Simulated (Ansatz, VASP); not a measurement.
# HfO2 in VASP and in Ansatz

Contents of INCAR:

```
ALGO = Normal ; EDIFF = 1E-7
ENCUT = 520 ; GGA = PS
ISIF = 2 ; ISMEAR = 0
LASPH = T ; LCHARG = F
LREAL = F ; LWAVE = F
NBANDS = 18 ; NELM = 100
PREC = Accurate ; SIGMA = 0.05
```

KPOINTS

```
k-points
0
Gamma
  8 8 8
```

POSCAR

```
HfO2
1.0
    0.0000000000      2.4631771219      2.6398479430
    2.4631771219      0.0000000000      2.6398479430
    2.4631771219      2.4631771219      0.0000000000
Hf O
1 2
Direct
   -0.0044070585      0.0044070585      0.0044070585
    0.2745830068      0.2254169932      0.2254169932
    0.7745830068      0.7254169932      0.7254169932
```

Input for Ansatz:

```yaml
crystal:
  lattice:
    - [0.0, 2.4631771219, 2.639847943]
    - [2.4631771219, 0.0, 2.639847943]
    - [2.4631771219, 2.4631771219, 0.0]
  atoms:
    - { symbol: Hf, position: [-0.0044070585, 0.0044070585, 0.0044070585] }
    - { symbol: O, position: [0.2745830068, 0.2254169932, 0.2254169932] }
    - { symbol: O, position: [0.7745830068, 0.7254169932, 0.7254169932] }
basis:
  ecutwfc: 520.0
kpoints:
  mp_grid: { grid: [8, 8, 8] }
hamiltonian:
  xc: pbesol
  pseudopotentials: { kind: paw, azcp: { folder: soft_1 } }
scf:
  occupations: { method: gaussian, width: 0.05 }
output:
  forces: true
  stress: true
  eigenvalues: true
```

Change from the starting cell: mode 4 frozen in at -0.124 Å, strain +e along z and -e/2 along x and y +0.0467.

Alike in both runs: task single point; functional PBEsol; k mesh 8 × 8 × 8; occupations gaussian, width 0.05 eV; no spin polarisation.

|  | VASP | Ansatz |
| --- | --- | --- |
| version | VASP 6.6.1 | Ansatz 0.2.0 |
| potentials or method | VASP PAW PBE potentials, release 64 (Hf_pv, O), cutoff 520 eV | scalar-relativistic, plane waves, PAW |
| valence electrons in the cell | 22 | 38 |

Ansatz gave:

* gap on the k mesh at the Fermi level (eV): 2.98
* least direct gap on the mesh (eV): 3.24
* pressure (GPa): 2.7
* traceless stress, the component that is largest in VASP (GPa): -21.36
* rms of the force components (eV/Å): 0.378

Q: What did VASP give for the same quantities?

A: gap on the k mesh at the Fermi level (eV): 2.98; least direct gap on the mesh (eV): 3.24; pressure (GPa): -1.0; traceless stress, the component that is largest in VASP (GPa): -21.78; rms of the force components (eV/Å): 0.366.

VASP's potentials were made for PBE, not for PBEsol, and Ansatz warns of the same on its side. Atom by atom the forces differ by 0.011 eV/Å (rms over components). VASP's potentials hold 22 valence electrons a cell and Ansatz's 38, so a difference there can come from the potentials and not from the codes.

Neither program's run includes spin-orbit coupling.
